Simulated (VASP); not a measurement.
# S (Fm-3m) in VASP: notebook, part 2 of 3

VASP 6.6.1. The steps go on from the part before.

## 3. Single point, PBE

This run uses another cell than the first one, of 14.33 Å³/atom.

File INCAR:

```
SYSTEM = S
ALGO     = Normal         ! electronic algorithm
EDIFF    = 1E-6           ! SCF threshold, eV
ENCUT    = 500            ! plane-wave cutoff, eV
GGA      = PE             ! functional
GGA_COMPAT= .FALSE.      
ISIF     = 2              ! what is computed and relaxed
ISMEAR   = 0              ! smearing method
LASPH    = .TRUE.         ! aspherical terms in the spheres
LCHARG   = .FALSE.        ! write CHGCAR
LREAL    = .FALSE.        ! projectors in reciprocal space
LWAVE    = .FALSE.        ! write WAVECAR
NBANDS   = 9              ! bands
NELM     = 120            ! most SCF steps
PREC     = Accurate       ! precision mode
SIGMA    = 0.1            ! smearing width, eV
```

File KPOINTS:

```
k-points
0
G
  18 18 18
  0 0 0
```

File POSCAR:

```
S
1.0
    0.0000000000      1.9276250004      1.9276250004
    1.9276250004      0.0000000000      1.9276250004
    1.9276250004      1.9276250004      0.0000000000
S
1
Direct
    0.0000000000      0.0000000000      0.0000000000
```

Potentials or basis: VASP PAW PBE potentials, release 64 (S).

Launch:

```console
$ cat potpaw_PBE.64/S/POTCAR > POTCAR
$ mpirun -np 1 vasp_std > vasp.out
```

OUTCAR:

```text
SYSTEM = S
   EDIFF = 1E-6
   ENCUT = 500
   GGA = PE
   ISIF = 2
   ISMEAR = 0
   LASPH = .TRUE.
   LREAL = .FALSE.
   NELM = 120
   PREC = Accurate

 ion  position               nearest neighbor table
   1  0.000  0.000  0.000-

  LATTYP: Found a face centered cubic cell.
 ALAT       =     3.8552500008

  Lattice vectors:

 A1 = (   0.0000000000,   1.9276250004,   1.9276250004)
 A2 = (   1.9276250004,   0.0000000000,   1.9276250004)
 A3 = (   1.9276250004,   1.9276250004,   0.0000000000)

Analysis of symmetry for initial positions (statically):
=====================================================================
 Subroutine PRICEL returns:
 Original cell was already a primitive cell.

 Routine SETGRP: Setting up the symmetry group for a
 face centered cubic supercell.

 Subroutine GETGRP returns: Found 48 space group operations
 (whereof 48 operations were pure point group operations)
 out of a pool of 48 trial point group operations.

The static configuration has the point symmetry O_h .

Analysis of symmetry for dynamics (positions and initial velocities):
=====================================================================
 Subroutine PRICEL returns:
 Original cell was already a primitive cell.

 Routine SETGRP: Setting up the symmetry group for a
 face centered cubic supercell.

 Subroutine GETGRP returns: Found 48 space group operations
 (whereof 48 operations were pure point group operations)
 out of a pool of 48 trial point group operations.

The dynamic configuration has the point symmetry O_h .

 Subroutine INISYM returns: Found 48 space group operations
 (whereof 48 operations are pure point group operations),
 and found     1 'primitive' translations

----------------------------------------------------------------------------------------

                                     Primitive cell

  volume of cell :      14.3251

  direct lattice vectors                    reciprocal lattice vectors
     0.000000000  1.927625000  1.927625000    -0.259386551  0.259386551  0.259386551
     1.927625000  0.000000000  1.927625000     0.259386551 -0.259386551  0.259386551
     1.927625000  1.927625000  0.000000000     0.259386551  0.259386551 -0.259386551

  length of vectors
     2.726073419  2.726073419  2.726073419     0.449270685  0.449270685  0.449270685

  position of ions in fractional coordinates (direct lattice)
     0.000000000  0.000000000  0.000000000

  ion indices of the primitive-cell ions
   primitive index   ion index
                 1           1

----------------------------------------------------------------------------------------

 KPOINTS: k-points

Automatic generation of k-mesh.
 Grid dimensions read from file:
 generate k-points for:   18   18   18

 Generating k-lattice:

  Cartesian coordinates                     Fractional coordinates (reciprocal lattice)
    -0.014410364  0.014410364  0.014410364     0.055555556  0.000000000  0.000000000
     0.014410364 -0.014410364  0.014410364     0.000000000  0.055555556  0.000000000
     0.014410364  0.014410364 -0.014410364     0.000000000  0.000000000  0.055555556

  Length of vectors
     0.024959482  0.024959482  0.024959482

  Shift w.r.t. Gamma in fractional coordinates (k-lattice)
     0.000000000  0.000000000  0.000000000

 Subroutine IBZKPT returns following result:
 ===========================================

 Found    195 irreducible k-points:

 Following reciprocal coordinates:
            Coordinates               Weight
  0.000000  0.000000  0.000000      1.000000
  0.055556  0.000000  0.000000      8.000000
  0.111111  0.000000  0.000000      8.000000
  0.166667  0.000000  0.000000      8.000000
  0.222222  0.000000  0.000000      8.000000
  0.277778  0.000000  0.000000      8.000000
[... 16 lines left out ...]
 -0.277778  0.055556  0.000000     24.000000
 -0.222222  0.055556  0.000000     24.000000
 [... further k-points ...]
   k-points           NKPTS =    195   k-points in BZ     NKDIM =    195   number of bands    NBANDS=      9
   number of dos      NEDOS =    301   number of ions     NIONS =      1
   total plane-waves  NPLWV =   8000
   dimension x,y,z NGX =    20 NGY =   20 NGZ =   20
   dimension x,y,z NGXF=    40 NGYF=   40 NGZF=   40
   ions per type =               1
   NGX,Y,Z   is equivalent  to a cutoff of  12.20, 12.20, 12.20 a.u.
   NGXF,Y,Z  is equivalent  to a cutoff of  24.39, 24.39, 24.39 a.u.
 SYSTEM =  S
   PREC   = accura    normal or accurate (medium, high low for compatibility)
   ISTART =      0    job   : 0-new  1-cont  2-samecut
   ICHARG =      2    charge: 1-file 2-atom 10-const
   ISPIN  =      1    spin polarized calculation?
   LNONCOLLINEAR =      F non collinear calculations
   LSORBIT =      F    spin-orbit coupling
   LASPH  =      T    aspherical Exc in radial PAW
   ENCUT  =  500.0 eV  36.75 Ry    6.06 a.u.   4.97  4.97  4.97*2*pi/ulx,y,z
   NELM   =    120;   NELMIN=  2; NELMDL= -5     # of ELM steps
   EDIFF  = 0.1E-05   stopping-criterion for ELM
   LREAL  =      F    real-space projection
   EDIFFG = 0.1E-04   stopping-criterion for IOM
   NSW    =      0    number of steps for IOM
   IBRION =     -1    ionic relax: 0-MD 1-quasi-New 2-CG
   NFREE  =      0    steps in history (QN), initial steepest desc. (CG)
   ISIF   =      2    stress and relaxation
   ISYM   =      2    0-nonsym 1-usesym 2-fastsym
   POTIM  = 0.5000    time-step for ionic-motion
   TEBEG  =    0.0;   TEEND  =   0.0 temperature during run
   PSTRESS=    0.0 pullay stress
   NELECT =       6.0000    total number of electrons
   NUPDOWN=      -1.0000    fix difference up-down
   EMIN   =  10.00;   EMAX   =-10.00  energy-range for DOS
   EFERMI =   0.00;   METHOD = LEGACY
   ISMEAR =     0;   SIGMA  =   0.10  broadening in eV -4-tet -1-fermi 0-gaus
   EFERMI_NEDOS =   21; number of points for ismear=-14 and -15
   IALGO  =     38    algorithm
   IMIX   =      4    mixing-type and parameters
     AMIX     =   0.40;   BMIX     =  1.00
     AMIX_MAG =   1.60;   BMIX_MAG =  1.00
  volume/ion in A,a.u.               =      14.33        96.67
  Fermi-wavevector in a.u.,A,eV,Ry     =   1.224878  2.314683 20.413163  1.500325
  Thomas-Fermi vector in A             =   2.359936
   LORBIT       =      0    0 simple, 1 ext, 2 COOP (PROOUT), +10 PAW based schemes
   GGA     = PE    functional components
   LHFCALC =     F    Hartree Fock is set to
   AEXX    =    0.0000 exact exchange contribution
   IVDW    =     0    specifies the selected vdW correction
   LEPSILON=     F    determine dielectric tensor
   LRPA    =     F    only Hartree local field effects (RPA)
 non-spin polarized calculation
 Gauss-broadening in eV      SIGMA  =   0.10
  energy-cutoff  :      500.00
  volume of cell :       14.33
 maximum number of plane-waves:       375
   NGX =  9   NGY =  9   NGZ =  9

 number of electron       5.9999999 magnetization

 Free energy of the ion-electron system (eV)
  ---------------------------------------------------
  ext. energy  EPLUGINS =         0.00000000
  ---------------------------------------------------
  free energy    TOTEN  =        -2.78671869 eV

  energy without entropy =       -2.78285338  energy(sigma->0) =       -2.78478604

 E-fermi :   8.9899     XC(G=0): -11.6615

 val. band max:        8.9858327697   @ k =   0.5000   0.2778   0.0556
 cond. band min:       9.0073963239   @ k =   0.5000   0.1667   0.0556
 fundamental gap:      0.0215635542
 Fermi energy:         8.9899282694

 k-point     1 :       0.0000    0.0000    0.0000
  band No.  band energies     occupation
      1      -8.8158      2.00000
      2      12.7271      0.00000
      3      12.7271      0.00000
      4      12.7271      0.00000
      5      21.1125      0.00000
      6      21.1125      0.00000
      7      21.1125      0.00000
      8      25.0041      0.00000
      9      26.9235      0.00000

 k-point     2 :       0.0556    0.0000    0.0000
  band No.  band energies     occupation
      1      -8.7348      2.00000
      2      12.2423      0.00000
      3      12.6581      0.00000
      4      12.6581      0.00000
      5      20.9963      0.00000
      6      21.2619      0.00000
      7      21.2619      0.00000
      8      25.2461      0.00000
      9      26.6597      0.00000
[... 253 lines left out ...]
 k-point    24 :      -0.2222    0.0556    0.0000
  band No.  band energies     occupation
      1      -7.2566      2.00000
      2       6.8991      2.00000
      3      11.0938      0.00000
      4      12.1510      0.00000
      5      19.9246      0.00000
      6      21.7674      0.00000
      7      21.9814      0.00000
      8      25.2122      0.00000
      9      26.1436      0.00000

 [... further k-points ...]
[... 5 lines left out ...]
  --------------------------------------------------------------------------------------
  -------------------------------------------------------------------------------------
  Total        0.8732386      0.8732386      0.8732386     -0.0000000      0.0000000      0.0000000
  in kB       97.6665545     97.6665545     97.6665545     -0.0000000      0.0000000      0.0000000
  external PRESSURE =      97.6665545 kB  Pullay stress =       0.0000000 kB

 VOLUME and BASIS-vectors are now :
 -----------------------------------------------------------------------------
  energy-cutoff  :      500.00
  volume of cell :       14.33
      direct lattice vectors                 reciprocal lattice vectors
     0.000000000  1.927625000  1.927625000    -0.259386551  0.259386551  0.259386551
     1.927625000  0.000000000  1.927625000     0.259386551 -0.259386551  0.259386551
     1.927625000  1.927625000  0.000000000     0.259386551  0.259386551 -0.259386551

 POSITION                                       TOTAL-FORCE (eV/Angst)
 -----------------------------------------------------------------------------------
      0.00000      0.00000      0.00000         0.000000     -0.000000      0.000000
 -----------------------------------------------------------------------------------
    total drift:                                0.000000     -0.000000     -0.000000

  FREE ENERGIE OF THE ION-ELECTRON SYSTEM (eV)
  ---------------------------------------------------
  free  energy   TOTEN  =        -2.7867186937 eV

  energy  without entropy=       -2.7828533803  energy(sigma->0) =       -2.78478604
```

Wall time 10 s (1 thread of Intel Xeon Platinum 8488C (Sapphire Rapids), shared host); peak memory 0.13 GiB.

What came out:

```
Free energy            : -2.7867 eV
Pressure               : 9.8 GPa
Band gap on the k mesh : zero (bands 3 and 4 overlap by 6.72 eV)
```

Caveat: the cell stands under pressure.

(Continued in part 3 of 3.)

The gap in the log of VASP goes by the Fermi energy; the results here count the filled bands.